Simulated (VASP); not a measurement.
# ZnO (P6_3/mmc) in VASP: further runs, part 3 of 3

VASP 6.6.1. Earlier steps stand in the parts before.

## (4) Single point, PBE+D3(BJ)

This run uses another cell than the first one, of the same volume but with other edges.

Contents of INCAR:

```
SYSTEM = ZnO
PREC = Accurate
ENCUT = 520
EDIFF = 1E-6
ISMEAR = 0
SIGMA = 0.05
LREAL = .False.
LASPH = .True.
NELM = 60
ALGO = Normal
ISIF = 2
LWAVE = .False.
LCHARG = .False.
GGA = PE
IVDW = 12
NBANDS = 26
```

Contents of KPOINTS:

```
regular mesh
0
Gamma
  12 12 4
  0 0 0
```

Contents of POSCAR:

```
ZnO
1.0
    3.3806343133      0.0000000000      0.0000000000
   -1.6903171566      2.9277151963      0.0000000000
    0.0000000000      0.0000000000      6.7448914332
Zn O
2 2
Direct
    0.0000000000      0.0000000000      0.7500000000
    0.0000000000      0.0000000000      0.2500000000
    0.3333333333      0.6666666667      0.2500000000
    0.6666666667      0.3333333333      0.7500000000
```

Started as:

```sh
> cat potpaw_PBE.64/Zn/POTCAR potpaw_PBE.64/O/POTCAR > POTCAR
> mpirun -np 1 vasp_std > vasp.out
```

Wall time 3.3 min (1 thread of Intel Xeon 8259CL, shared host); peak memory 0.24 GiB.

Results (log left out):

```
Free energy                : -17.4691 eV
Pressure                   : -8.2 GPa
Band gap on the k mesh     : 0.69 eV
Dispersion energy per atom : -0.157 eV
```

Stress tensor (GPa, compression positive):
```
-11.57   0.00   0.00
  0.00 -11.57   0.00
  0.00   0.00  -1.34
```

Levels at points of the mesh, in eV from the valence-band top:
| k point | band 14 | band 15 | band 16 | band 17 | band 18 | band 19 | band 20 | band 21 | band 22 | band 23 |
| --- | --- | --- | --- | --- | --- | --- | --- | --- | --- | --- |
| (0.00, 0.00, 0.00) | -1.07 | -0.01 | -0.01 | 0.00 | 0.00 | 0.69 | 3.47 | 5.42 | 11.86 | 12.19 |
| (0.50, 0.00, 0.00) | -3.23 | -1.66 | -1.52 | -0.66 | -0.62 | 4.81 | 5.16 | 6.13 | 8.62 | 8.95 |
| (0.00, 0.00, 0.50) | -2.07 | -0.01 | -0.01 | -0.01 | -0.01 | 1.97 | 1.97 | 7.75 | 7.75 | 12.67 |
| (0.50, 0.00, 0.50) | -3.61 | -1.59 | -1.59 | -0.59 | -0.59 | 4.79 | 4.79 | 7.78 | 7.78 | 9.11 |

Caveat: the stress differs along the axes, from -12 to -1 GPa; semilocal functionals underestimate gaps, and a narrow one can read as zero.

## (5) Single point, PBE+D3(BJ)

This run uses another cell than the first one, of the same volume but with other edges.

Contents of INCAR:

```
SYSTEM = ZnO
PREC = Accurate ; ENCUT = 520
EDIFF = 1E-7 ; ISMEAR = 0
SIGMA = 0.05 ; LREAL = .FALSE.
LASPH = .TRUE. ; NELM = 80
ALGO = Normal ; ISIF = 2
LWAVE = .FALSE. ; LCHARG = .FALSE.
GGA = PE ; IVDW = 12
NBANDS = 26
```

Contents of KPOINTS:

```
regular mesh
0
G
  12 12 4
  0 0 0
```

Contents of POSCAR:

```
ZnO
1.0
    3.1851501443      0.0000000000      0.0000000000
   -1.5925750721      2.7584209398      0.0000000000
    0.0000000000      0.0000000000      7.5982142517
Zn O
2 2
Direct
    0.0000000000      0.0000000000      0.7500000000
    0.0000000000      0.0000000000      0.2500000000
    0.3333333333      0.6666666667      0.2500000000
    0.6666666667      0.3333333333      0.7500000000
```

Potentials or basis: VASP PAW PBE potentials, release 64 (Zn, O).

Started as:

```sh
> cat potpaw_PBE.64/Zn/POTCAR potpaw_PBE.64/O/POTCAR > POTCAR
> mpirun -np 1 vasp_std > vasp.out
```

OUTCAR:

```text
SYSTEM = ZnO
   PREC = Accurate
   ENCUT = 520
   EDIFF = 1E-7
   ISMEAR = 0
   LREAL = .FALSE.
   LASPH = .TRUE.
   NELM = 80
   ISIF = 2
   GGA = PE
   IVDW = 12
 IVDW          = 12

 ion  position               nearest neighbor table
   1  0.000  0.000  0.750-   4 1.84   4 1.84   4 1.84
   2  0.000  0.000  0.250-   3 1.84   3 1.84   3 1.84
   3  0.333  0.667  0.250-   2 1.84   2 1.84   2 1.84
   4  0.667  0.333  0.750-   1 1.84   1 1.84   1 1.84

  LATTYP: Found a hexagonal cell.
 ALAT       =     3.1851501443
 C/A-ratio  =     2.3855121132

  Lattice vectors:

 A1 = (   3.1851501443,   0.0000000000,   0.0000000000)
 A2 = (  -1.5925750721,   2.7584209398,   0.0000000000)
 A3 = (   0.0000000000,   0.0000000000,   7.5982142517)

Analysis of symmetry for initial positions (statically):
=====================================================================
 Subroutine PRICEL returns:
 Original cell was already a primitive cell.

 Routine SETGRP: Setting up the symmetry group for a
 hexagonal supercell.

 Subroutine GETGRP returns: Found 24 space group operations
 (whereof 12 operations were pure point group operations)
 out of a pool of 24 trial point group operations.

[... 170 lines left out ...]

 val. band max:       -0.4112897806   @ k =   0.0000   0.0000   0.0000
 cond. band min:       0.4962240580   @ k =   0.0000   0.0000   0.0000
 fundamental gap:      0.9075138387
 Fermi energy:        -0.0940938115

 k-point     1 :       0.0000    0.0000    0.0000
  band No.  band energies     occupation
      1     -18.6180      2.00000
      2     -18.5697      2.00000
      3      -7.1022      2.00000
      4      -7.1022      2.00000
      5      -7.0950      2.00000
      6      -7.0950      2.00000
[... 685 lines left out ...]
     25      11.4962      0.00000
     26      12.3167      0.00000

 [... further k-points ...]

------------------------ aborting loop because EDIFF is reached ----------------------------------------

 Edisp (eV)   -0.61497

 E8    (eV) :    -0.2294

  FORCE on cell =-STRESS in cart. coord.  units (eV):
  Direction    XX          YY          ZZ          XY          YZ          ZX
  --------------------------------------------------------------------------------------
  -------------------------------------------------------------------------------------
  Total       5.32757     5.32757    -0.76299     0.00000     0.00000     0.00000
  in kB     127.86090   127.86090   -18.31165     0.00000     0.00000     0.00000
  external pressure =       79.14 kB  Pullay stress =        0.00 kB

 VOLUME and BASIS-vectors are now :
 -----------------------------------------------------------------------------
  energy-cutoff  :      520.00
  volume of cell :       66.76
      direct lattice vectors                 reciprocal lattice vectors
     3.185150144  0.000000000  0.000000000     0.313956942  0.181263125  0.000000000
    -1.592575072  2.758420940  0.000000000     0.000000000  0.362526250  0.000000000
     0.000000000  0.000000000  7.598214252     0.000000000  0.000000000  0.131609871

 POSITION                                       TOTAL-FORCE (eV/Angst)
 -----------------------------------------------------------------------------------
      0.00000      0.00000      5.69866        -0.000000      0.000000     -0.000000
      0.00000      0.00000      1.89955         0.000000      0.000000     -0.000000
     -0.00000      1.83895      1.89955        -0.000000      0.000000      0.000000
      1.59258      0.91947      5.69866         0.000000     -0.000000      0.000000
 -----------------------------------------------------------------------------------
    total drift:                               -0.000000      0.000000     -0.000000

  FREE ENERGIE OF THE ION-ELECTRON SYSTEM (eV)
  ---------------------------------------------------
  free  energy   TOTEN  =       -17.4025123841 eV

  energy  without entropy=      -17.4025123841  energy(sigma->0) =      -17.40251238
```

OSZICAR:

```text
N       E                     dE             d eps       ncg     rms          rms(c)
DAV:   1     0.302895106990E+03    0.30290E+03   -0.18124E+04  2972   0.179E+03
DAV:   2     0.157339773786E+02   -0.28716E+03   -0.26729E+03  3174   0.389E+02
DAV:   3    -0.201958532789E+02   -0.35930E+02   -0.35552E+02  3400   0.143E+02
DAV:   4    -0.209576293349E+02   -0.76178E+00   -0.76056E+00  3352   0.221E+01
DAV:   5    -0.209620419531E+02   -0.44126E-02   -0.44123E-02  3284   0.165E+00    0.183E+01
DAV:   6    -0.166232522807E+02    0.43388E+01   -0.10669E+01  5120   0.695E+01    0.108E+01
DAV:   7    -0.168320211637E+02   -0.20877E+00   -0.32542E+00  3048   0.173E+01    0.629E+00
DAV:   8    -0.168512686073E+02   -0.19247E-01   -0.77618E-01  3990   0.742E+00    0.189E+00
DAV:   9    -0.167828146608E+02    0.68454E-01   -0.19083E-01  4338   0.677E+00    0.344E-01
DAV:  10    -0.167870662585E+02   -0.42516E-02   -0.47613E-02  3068   0.165E+00    0.169E-01
DAV:  11    -0.167875292613E+02   -0.46300E-03   -0.11159E-03  3058   0.589E-01    0.867E-02
DAV:  12    -0.167875220930E+02    0.71682E-05   -0.50283E-04  4250   0.520E-01    0.179E-02
DAV:  13    -0.167875523624E+02   -0.30269E-04   -0.12630E-04  3732   0.135E-01    0.278E-02
DAV:  14    -0.167875415144E+02    0.10848E-04   -0.33686E-05  3512   0.580E-02    0.512E-03
DAV:  15    -0.167875418305E+02   -0.31603E-06   -0.89916E-06  3124   0.293E-02    0.327E-03
DAV:  16    -0.167875416864E+02    0.14407E-06   -0.41860E-07  3322   0.992E-03    0.202E-03
DAV:  17    -0.167875415570E+02    0.12936E-06   -0.11712E-07  2124   0.624E-03    0.178E-04
DAV:  18    -0.167875415768E+02   -0.19742E-07   -0.61386E-08  1542   0.189E-03
   1 F= -.17402512E+02 E0= -.17402512E+02  d E =-.152662E-20
```

stdout:

```text
POSCAR found type information on POSCAR ZnO
 POSCAR found :  2 types and       4 ions
 scaLAPACK will be used
 LDA part: xc-table for (Slater+PW92), standard interpolation
 POSCAR, INCAR and KPOINTS ok, starting setup
 FFT: planning ... GRIDC
 FFT: planning ... GRID_SOFT
 FFT: planning ... GRID
 WAVECAR not read
 entering main loop
```

Run time: 2.7 min. Hardware: 1 thread of Intel Xeon 8259CL, shared host; peak memory 0.24 GiB.

Results:

* Free energy: -17.4025 eV
* Pressure: 7.9 GPa
* Band gap on the k mesh: 0.91 eV
* Dispersion energy per atom: -0.154 eV

Stress tensor (GPa, compression positive):
```
12.79  0.00  0.00
 0.00 12.79  0.00
 0.00  0.00 -1.83
```

Caveat: the stress differs along the axes, from -2 to 13 GPa. A k mesh can miss the band edges.

## (6) Overview

```csv
cell,gap on the mesh (eV),pressure (GPa)
"a = 3.471, b = 3.471, c = 6.398 Å, angles 90.0, 90.0, 120.0°, 4 atoms",0.50,-13.1
"a = 3.094, b = 3.094, c = 8.052 Å, angles 90.0, 90.0, 120.0°, 4 atoms",0.91,18.6
"a = 3.381, b = 3.381, c = 6.745 Å, angles 90.0, 90.0, 120.0°, 4 atoms",0.69,-8.2
"a = 3.185, b = 3.185, c = 7.598 Å, angles 90.0, 90.0, 120.0°, 4 atoms",0.91,7.9
```

Alike in all rows: task single point; level PBE+D3(BJ); potentials or basis VASP PAW PBE potentials, release 64 (Zn, O); no spin polarisation; k mesh 12 × 12 × 4; cutoff (eV) 520; smearing gaussian 0.05 eV.

Caveats: semilocal functionals underestimate gaps, and a narrow one can read as zero (at least some runs); the stress differs along the axes, from -19 to -1 GPa (at least some runs); the stress differs along the axes, from -2 to 29 GPa (at least some runs); the stress differs along the axes, from -12 to -1 GPa (at least some runs); the stress differs along the axes, from -2 to 13 GPa (at least some runs).

Total energies depend on the potentials used, so only differences within one code and one set of settings carry meaning.
